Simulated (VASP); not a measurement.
# Cu (P6_3/mmc) in VASP: a series of runs

Runs on Cu. Level: BLYP. Tasks: single point.

All numbers are computed with VASP 6.6.1; they aren't measurements. Logs are shortened: lines on timing, memory, paths and dates and some standing lists are left out, and cuts for length are marked.

### 1 The cell of the first run

It takes space group P6_3/mmc (No. 194, hexagonal). Conventional cell: a = 2.620 Å, b = 2.620 Å, c = 8.550 Å, α = 90.00°, β = 90.00°, γ = 120.00°. Cu (site symmetry -3m) has 12 Cu at 2.62 Å within 3.5 Å. Cu (site symmetry -6m2) has 12 Cu at 2.62 Å within 3.5 Å.

This isn't the form of Cu at room conditions, which is fcc.

### 2 Single point, BLYP

The input, INCAR:

```
PREC     = Accurate       # precision mode
ENCUT    = 520            # plane-wave cutoff, eV
EDIFF    = 1E-7           # SCF threshold, eV
ISMEAR   = -1             # smearing method
SIGMA    = 0.1            # smearing width, eV
LREAL    = F              # projectors in reciprocal space
LASPH    = T              # aspherical terms in the spheres
NELM     = 60             # most SCF steps
ALGO     = Normal         # electronic algorithm
ISIF     = 2              # what is computed and relaxed
LWAVE    = F              # write WAVECAR
LCHARG   = F              # write CHGCAR
GGA      = B5             # functional
ALDAX    = 1.0          
AGGAX    = 1.0          
AGGAC    = 1.0          
ALDAC    = 0.0          
NBANDS   = 30             # bands
```

The input, KPOINTS:

```
Automatic mesh
0
Gamma
  14 14 4
```

The input, POSCAR:

```
Cu
1.0
    2.6200526489      0.0000000000      0.0000000000
   -1.3100263245      2.2690321532      0.0000000000
    0.0000000000      0.0000000000      8.5495696465
Cu
4
Direct
    0.0000000000      1.0000000000      0.0000000000
    0.0000000000      0.0000000000      0.5000000000
    0.3333333333      0.6666666667      0.2500000000
    0.6666666667      0.3333333333      0.7500000000
```

Potentials or basis: VASP PAW PBE potentials, release 64 (Cu).

Command:

```console
$ cat potpaw_PBE.64/Cu/POTCAR > POTCAR
$ mpirun -np 1 vasp_std > vasp.out
```

OUTCAR:

```text
PREC = Accurate
   ENCUT = 520
   EDIFF = 1E-7
   ISMEAR = -1
   LREAL = F
   LASPH = T
   NELM = 60
   ISIF = 2
   GGA = B5

 ion  position               nearest neighbor table
   1  0.000  0.000  0.000-   3 2.62   4 2.62   4 2.62   3 2.62   4 2.62   3 2.62
   2  0.000  0.000  0.500-   3 2.62   4 2.62   4 2.62   3 2.62   4 2.62   3 2.62
   3  0.333  0.667  0.250-   1 2.62   2 2.62   1 2.62   2 2.62   1 2.62   2 2.62
   4  0.667  0.333  0.750-   1 2.62   2 2.62   1 2.62   2 2.62   1 2.62   2 2.62

  LATTYP: Found a hexagonal cell.
 ALAT       =     2.6200526489
 C/A-ratio  =     3.2631289490

  Lattice vectors:

 A1 = (   2.6200526489,   0.0000000000,   0.0000000000)
 A2 = (  -1.3100263245,   2.2690321532,   0.0000000000)
 A3 = (   0.0000000000,   0.0000000000,   8.5495696465)

Analysis of symmetry for initial positions (statically):
=====================================================================
 Subroutine PRICEL returns:
 Original cell was already a primitive cell.

 Routine SETGRP: Setting up the symmetry group for a
 hexagonal supercell.

 Subroutine GETGRP returns: Found 24 space group operations
 (whereof 12 operations were pure point group operations)
 out of a pool of 24 trial point group operations.

The static configuration has the point symmetry D_3d.
 The point group associated with its full space group is D_6h.

Analysis of symmetry for dynamics (positions and initial velocities):
=====================================================================
 Subroutine PRICEL returns:
 Original cell was already a primitive cell.

 Routine SETGRP: Setting up the symmetry group for a
 hexagonal supercell.

 Subroutine GETGRP returns: Found 24 space group operations
 (whereof 12 operations were pure point group operations)
 out of a pool of 24 trial point group operations.

The dynamic configuration has the point symmetry D_3d.
 The point group associated with its full space group is D_6h.

 Subroutine INISYM returns: Found 24 space group operations
 (whereof 12 operations are pure point group operations),
 and found     1 'primitive' translations

----------------------------------------------------------------------------------------

                                     Primitive cell

  volume of cell :      50.8271

  direct lattice vectors                    reciprocal lattice vectors
     2.620052649  0.000000000  0.000000000     0.381671720  0.220358270  0.000000000
    -1.310026324  2.269032153  0.000000000     0.000000000  0.440716540  0.000000000
     0.000000000  0.000000000  8.549569647     0.000000000  0.000000000  0.116964952

  length of vectors
     2.620052649  2.620052649  8.549569647     0.440716540  0.440716540  0.116964952

  position of ions in fractional coordinates (direct lattice)
     0.000000000  0.000000000  0.000000000
     0.000000000  0.000000000  0.500000000
     0.333333333  0.666666667  0.250000000
     0.666666667  0.333333333  0.750000000

  ion indices of the primitive-cell ions
   primitive index   ion index
                 1           1
                 2           2
                 3           3
                 4           4

----------------------------------------------------------------------------------------

 KPOINTS: Automatic mesh

Automatic generation of k-mesh.
 Grid dimensions read from file:
 generate k-points for:   14   14    4

 Generating k-lattice:

  Cartesian coordinates                     Fractional coordinates (reciprocal lattice)
     0.027262266  0.015739876  0.000000000     0.071428571 -0.000000000  0.000000000
     0.000000000  0.031479753  0.000000000     0.000000000  0.071428571  0.000000000
     0.000000000  0.000000000  0.029241238     0.000000000  0.000000000  0.250000000

  Length of vectors
     0.031479753  0.031479753  0.029241238

  Shift w.r.t. Gamma in fractional coordinates (k-lattice)
     0.000000000  0.000000000  0.000000000

 Subroutine IBZKPT returns following result:
 ===========================================

 Found     72 irreducible k-points:

 Following reciprocal coordinates:
            Coordinates               Weight
  0.000000  0.000000  0.000000      1.000000
  0.071429  0.000000  0.000000      6.000000
  0.142857  0.000000  0.000000      6.000000
  0.214286  0.000000  0.000000      6.000000
  0.285714  0.000000  0.000000      6.000000
  0.357143  0.000000  0.000000      6.000000
[... 16 lines left out ...]
  0.285714  0.285714  0.000000      6.000000
  0.357143  0.285714  0.000000      6.000000
 [... further k-points ...]
   k-points           NKPTS =     72   k-points in BZ     NKDIM =     72   number of bands    NBANDS=     30
   number of dos      NEDOS =    301   number of ions     NIONS =      4
   total plane-waves  NPLWV =  25600
   dimension x,y,z NGX =    20 NGY =   20 NGZ =   64
   dimension x,y,z NGXF=    40 NGYF=   40 NGZF=  128
   ions per type =               4
   NGX,Y,Z   is equivalent  to a cutoff of  12.69, 12.69, 12.44 a.u.
   NGXF,Y,Z  is equivalent  to a cutoff of  25.38, 25.38, 24.89 a.u.
 SYSTEM =  unknown system
   PREC   = accura    normal or accurate (medium, high low for compatibility)
   ISTART =      0    job   : 0-new  1-cont  2-samecut
   ICHARG =      2    charge: 1-file 2-atom 10-const
   ISPIN  =      1    spin polarized calculation?
   LNONCOLLINEAR =      F non collinear calculations
   LSORBIT =      F    spin-orbit coupling
   LASPH  =      T    aspherical Exc in radial PAW
   ENCUT  =  520.0 eV  38.22 Ry    6.18 a.u.   4.87  4.87 15.90*2*pi/ulx,y,z
   NELM   =     60;   NELMIN=  2; NELMDL= -5     # of ELM steps
   EDIFF  = 0.1E-06   stopping-criterion for ELM
   LREAL  =      F    real-space projection
   EDIFFG = 0.1E-05   stopping-criterion for IOM
   NSW    =      0    number of steps for IOM
   IBRION =     -1    ionic relax: 0-MD 1-quasi-New 2-CG
   NFREE  =      0    steps in history (QN), initial steepest desc. (CG)
   ISIF   =      2    stress and relaxation
   ISYM   =      2    0-nonsym 1-usesym 2-fastsym
   POTIM  = 0.5000    time-step for ionic-motion
   TEBEG  =    0.0;   TEEND  =   0.0 temperature during run
   PSTRESS=    0.0 pullay stress
   NELECT =      44.0000    total number of electrons
   NUPDOWN=      -1.0000    fix difference up-down
   EMIN   =  10.00;   EMAX   =-10.00  energy-range for DOS
   EFERMI =   0.00;   METHOD = LEGACY
   ISMEAR =    -1;   SIGMA  =   0.10  broadening in eV -4-tet -1-fermi 0-gaus
   EFERMI_NEDOS =   21; number of points for ismear=-14 and -15
   IALGO  =     38    algorithm
   IMIX   =      4    mixing-type and parameters
     AMIX     =   0.40;   BMIX     =  1.00
     AMIX_MAG =   1.60;   BMIX_MAG =  1.00
  volume/ion in A,a.u.               =      12.71        85.75
  Fermi-wavevector in a.u.,A,eV,Ry     =   1.560250  2.948444 33.121735  2.434379
  Thomas-Fermi vector in A             =   2.663489
   LORBIT       =      0    0 simple, 1 ext, 2 COOP (PROOUT), +10 PAW based schemes
   GGA     = B5    functional components
   LHFCALC =     F    Hartree Fock is set to
   AEXX    =    0.0000 exact exchange contribution
   IVDW    =     0    specifies the selected vdW correction
   LEPSILON=     F    determine dielectric tensor
   LRPA    =     F    only Hartree local field effects (RPA)
 non-spin polarized calculation
  energy-cutoff  :      520.00
  volume of cell :       50.83
 maximum number of plane-waves:      1399
 NGX is ok and might be reduce to    20
   NGX =  9   NGY =  9   NGZ = 31

 number of electron      44.0000014 magnetization

 Free energy of the ion-electron system (eV)
  ---------------------------------------------------
  ext. energy  EPLUGINS =         0.00000000
  ---------------------------------------------------
  free energy    TOTEN  =       -11.92644176 eV

  energy without entropy =      -11.88169384  energy(sigma->0) =      -11.90406780

 E-fermi :   7.1569     XC(G=0): -11.7438

 val. band max:        7.1555026069   @ k =   0.4286   0.0714   0.5000
 cond. band min:       7.2465269925   @ k =   0.4286   0.0000   0.0000
 fundamental gap:      0.0910243855
 Fermi energy:         7.1569045284

 k-point     1 :       0.0000    0.0000    0.0000
  band No.  band energies     occupation
      1      -1.5364      2.00000
      2       0.4800      2.00000
      3       0.4867      2.00000
      4       2.4565      2.00000
      5       4.0942      2.00000
      6       4.0960      2.00000
[... 22 lines left out ...]
     29      27.7722      0.00000
     30      28.2227      0.00000

 k-point     2 :       0.0714    0.0000    0.0000
  band No.  band energies     occupation
      1      -1.3797      2.00000
      2       0.6210      2.00000
      3       0.6276      2.00000
      4       2.5468      2.00000
      5       4.0175      2.00000
      6       4.0578      2.00000
[... 22 lines left out ...]
     29      26.3415      0.00000
     30      27.0106      0.00000

 k-point     3 :       0.1429    0.0000    0.0000
  band No.  band energies     occupation
      1      -0.9166      2.00000
      2       1.0262      2.00000
      3       1.0324      2.00000
      4       2.7892      2.00000
      5       3.8712      2.00000
      6       3.9671      2.00000
[... 22 lines left out ...]
     29      23.7904      0.00000
     30      23.8192      0.00000

 k-point     4 :       0.2143    0.0000    0.0000
  band No.  band energies     occupation
      1      -0.1739      2.00000
      2       1.6231      2.00000
      3       1.6287      2.00000
      4       3.0803      2.00000
      5       3.7444      2.00000
      6       3.8362      2.00000
[... 616 lines left out ...]
     29      15.7623      0.00000
     30      16.3766      0.00000

 k-point    23 :       0.2857    0.2857    0.0000
  band No.  band energies     occupation
      1       3.2511      2.00000
      2       3.2688      2.00000
      3       3.2725      2.00000
      4       3.3760      2.00000
      5       3.5406      2.00000
      6       3.5481      2.00000
[... 22 lines left out ...]
     29      14.3500      0.00000
     30      16.0694      0.00000

 k-point    24 :       0.3571    0.2857    0.0000
  band No.  band energies     occupation
      1       3.2917      2.00000
      2       3.3105      2.00000
      3       3.4426      2.00000
      4       3.5149      2.00000
      5       3.5521      2.00000
      6       3.5995      2.00000
[... 22 lines left out ...]
     29      13.9918      0.00000
     30      17.3040      0.00000

 [... further k-points ...]

------------------------ aborting loop because EDIFF is reached ----------------------------------------

  FORCE on cell =-STRESS in cart. coord.  units (eV):
  Direction    XX          YY          ZZ          XY          YZ          ZX
  --------------------------------------------------------------------------------------
  -------------------------------------------------------------------------------------
  Total        0.2056189      0.2056189      0.1804542     -0.0000000     -0.0000000      0.0000000
  in kB        6.4815461      6.4815461      5.6883016     -0.0000000     -0.0000000      0.0000000
  external PRESSURE =       6.2171313 kB  Pullay stress =       0.0000000 kB

 VOLUME and BASIS-vectors are now :
 -----------------------------------------------------------------------------
  energy-cutoff  :      520.00
  volume of cell :       50.83
      direct lattice vectors                 reciprocal lattice vectors
     2.620052649  0.000000000  0.000000000     0.381671720  0.220358270  0.000000000
    -1.310026324  2.269032153  0.000000000     0.000000000  0.440716540  0.000000000
     0.000000000  0.000000000  8.549569647     0.000000000  0.000000000  0.116964952

 POSITION                                       TOTAL-FORCE (eV/Angst)
 -----------------------------------------------------------------------------------
      0.00000      0.00000      0.00000         0.000000      0.000000      0.000000
      0.00000      0.00000      4.27478         0.000000      0.000000      0.000000
     -0.00000      1.51269      2.13739         0.000000      0.000000     -0.000000
      1.31003      0.75634      6.41218        -0.000000     -0.000000     -0.000000
 -----------------------------------------------------------------------------------
    total drift:                                0.000000     -0.000000      0.000000

  FREE ENERGIE OF THE ION-ELECTRON SYSTEM (eV)
  ---------------------------------------------------
  free  energy   TOTEN  =       -11.9264417554 eV

  energy  without entropy=      -11.8816938401  energy(sigma->0) =      -11.90406780
```

Run time: 53 s. Hardware: 1 thread of Intel Xeon 6975P-C (Granite Rapids), shared host; peak memory 0.21 GiB.

Results:

```
Free energy            : -11.9264 eV
Pressure               : 0.6 GPa
Band gap on the k mesh : zero (bands 22 and 23 overlap by 4.50 eV)
```

Levels at points of the mesh, in eV from the Fermi level:
```
           k point  band 20  band 21  band 22  band 23  band 24  band 25
(0.00, 0.00, 0.00)    -1.92    -1.92    -1.66    -1.66    -0.58     3.38
(0.50, 0.00, 0.00)    -1.52    -0.29     0.69     0.94     1.50     4.19
(0.00, 0.00, 0.50)    -2.18    -1.77    -1.77    -1.77    -1.77     6.55
(0.50, 0.00, 0.50)    -1.55     0.19     0.19     1.34     1.34     4.79
```

Caveat: the PAW data sets were made with another functional, which shifts forces and pressure a little.

### 3 Single point, BLYP (11.69 Å³/atom)

This run uses another cell than the first one, of 11.69 Å³/atom.

The input, INCAR:

```
PREC = Accurate
ENCUT = 520
EDIFF = 1E-7
ISMEAR = -1
SIGMA = 0.1
LREAL = F
LASPH = T
NELM = 60
ALGO = Normal
ISIF = 2
LWAVE = F
LCHARG = T
GGA = B5
ALDAX = 1.0
AGGAX = 1.0
AGGAC = 1.0
ALDAC = 0.0
LELF = T
LVHAR = T
NBANDS = 30
```

The input, KPOINTS:

```
Automatic mesh
0
Gamma
  15 15 4
```

The input, POSCAR:

```
Cu
1.0
    2.5482339305      0.0000000000      0.0000000000
   -1.2741169652      2.2068353186      0.0000000000
    0.0000000000      0.0000000000      8.3152159071
Cu
4
Direct
    0.0000000000      1.0000000000      0.0000000000
    0.0000000000      0.0000000000      0.5000000000
    0.3333333333      0.6666666667      0.2500000000
    0.6666666667      0.3333333333      0.7500000000
```

Potentials or basis: VASP PAW PBE potentials, release 64 (Cu).

Command:

```console
$ cat potpaw_PBE.64/Cu/POTCAR > POTCAR
$ mpirun -np 1 vasp_std > vasp.out
```

OUTCAR:

```text
PREC = Accurate
   ENCUT = 520
   EDIFF = 1E-7
   ISMEAR = -1
   LREAL = F
   LASPH = T
   NELM = 60
   ISIF = 2
   GGA = B5

 ion  position               nearest neighbor table
   1  0.000  0.000  0.000-   3 2.55   4 2.55   3 2.55   4 2.55   4 2.55   3 2.55
   2  0.000  0.000  0.500-   3 2.55   4 2.55   3 2.55   4 2.55   4 2.55   3 2.55
   3  0.333  0.667  0.250-   1 2.55   2 2.55   1 2.55   2 2.55   1 2.55   2 2.55
   4  0.667  0.333  0.750-   1 2.55   2 2.55   1 2.55   2 2.55   1 2.55   2 2.55

  LATTYP: Found a hexagonal cell.
[... 994 lines left out ...]
  --------------------------------------------------------------------------------------
  -------------------------------------------------------------------------------------
  Total        3.4520062      3.4520062      3.9244407      0.0000000      0.0000000      0.0000000
  in kB      118.2767553    118.2767553    134.4638702      0.0000000      0.0000000      0.0000000
  external PRESSURE =     123.6724603 kB  Pullay stress =       0.0000000 kB

 VOLUME and BASIS-vectors are now :
 -----------------------------------------------------------------------------
  energy-cutoff  :      520.00
  volume of cell :       46.76
      direct lattice vectors                 reciprocal lattice vectors
     2.548233930  0.000000000  0.000000000     0.392428650  0.226568786  0.000000000
    -1.274116965  2.206835319  0.000000000     0.000000000  0.453137573  0.000000000
     0.000000000  0.000000000  8.315215907     0.000000000  0.000000000  0.120261459

 POSITION                                       TOTAL-FORCE (eV/Angst)
 -----------------------------------------------------------------------------------
      0.00000      0.00000      0.00000        -0.000000      0.000000      0.000000
      0.00000      0.00000      4.15761        -0.000000      0.000000      0.000000
     -0.00000      1.47122      2.07880        -0.000000      0.000000     -0.000000
      1.27412      0.73561      6.23641         0.000000     -0.000000     -0.000000
 -----------------------------------------------------------------------------------
    total drift:                                0.000000     -0.000000      0.000000

  FREE ENERGIE OF THE ION-ELECTRON SYSTEM (eV)
  ---------------------------------------------------
  free  energy   TOTEN  =       -11.7771595590 eV

  energy  without entropy=      -11.7394672991  energy(sigma->0) =      -11.75831343
```

Wall time 61 s (1 thread of Intel Xeon 6975P-C (Granite Rapids), shared host); peak memory 0.21 GiB.

Results:

```yaml
Free_energy: -11.7772 eV
Pressure: 12.4 GPa
Band_gap_on_the_k_mesh: zero (bands 22 and 23 overlap by 5.38 eV)
```

Caveat: the cell stands under pressure; the PAW data sets were made with another functional, which shifts forces and pressure a little.

### 4 Single point, BLYP (12.20 Å³/atom)

This run uses another cell than the first one, of 12.20 Å³/atom.

The input, INCAR:

```
SYSTEM = Cu
AGGAC = 1.0
AGGAX = 1.0
ALDAC = 0.0
ALDAX = 1.0
ALGO = Normal
EDIFF = 1E-6
ENCUT = 520
GGA = B5
ISIF = 2
ISMEAR = -1
LASPH = .TRUE.
LCHARG = .FALSE.
LREAL = .FALSE.
LWAVE = .FALSE.
NBANDS = 30
NELM = 80
PREC = Accurate
SIGMA = 0.1
```

The input, KPOINTS:

```
k-points
0
G
  15 15 4
  0 0 0
```

The input, POSCAR:

```
Cu
1.0
    2.5846421913      0.0000000000      0.0000000000
   -1.2923210956      2.2383657973      0.0000000000
    0.0000000000      0.0000000000      8.4340207570
Cu
4
Direct
    0.0000000000      1.0000000000      0.0000000000
    0.0000000000      0.0000000000      0.5000000000
    0.3333333333      0.6666666667      0.2500000000
    0.6666666667      0.3333333333      0.7500000000
```

Command:

```console
$ cat potpaw_PBE.64/Cu/POTCAR > POTCAR
$ mpirun -np 1 vasp_std > vasp.out
```

Wall time 50 s (1 thread of Intel Xeon 6975P-C (Granite Rapids), shared host); peak memory 0.22 GiB.

Results (log left out):

| Quantity | Value |
| --- | --- |
| Free energy | -11.8911 eV |
| Pressure | 5.9 GPa |
| Band gap on the k mesh | zero (bands 22 and 23 overlap by 5.26 eV) |

Stress tensor (GPa, compression positive):
```
5.46 0.00 0.00
0.00 5.46 0.00
0.00 0.00 6.92
```

Levels at points of the mesh, in eV from the Fermi level:
```
           k point  band 20  band 21  band 22  band 23  band 24  band 25
(0.00, 0.00, 0.00)    -2.10    -2.10    -1.82    -1.82    -0.81     3.46
(0.00, 0.00, 0.50)    -2.37    -1.94    -1.94    -1.94    -1.94     6.66
```

Caveat: the cell stands under pressure; the PAW data sets were made with another functional, which shifts forces and pressure a little.

### 5 Summary

| cell | k mesh | gap on the mesh (eV) | pressure (GPa) |
| --- | --- | --- | --- |
| a = 2.620, b = 2.620, c = 8.550 Å, angles 90.0, 90.0, 120.0°, 4 atoms | 14 × 14 × 4 | none | 0.6 |
| a = 2.548, b = 2.548, c = 8.315 Å, angles 90.0, 90.0, 120.0°, 4 atoms | 15 × 15 × 4 | none | 12.4 |
| a = 2.585, b = 2.585, c = 8.434 Å, angles 90.0, 90.0, 120.0°, 4 atoms | 15 × 15 × 4 | none | 5.9 |

Alike in all rows: task single point; level BLYP; potentials or basis VASP PAW PBE potentials, release 64 (Cu); no spin polarisation; cutoff (eV) 520; smearing fermi-dirac 0.1 eV.

Caveats: the PAW data sets were made with another functional, which shifts forces and pressure a little; the cell stands under pressure (at least some runs).

Total energies depend on the potentials used, so only differences within one code and one set of settings carry meaning.
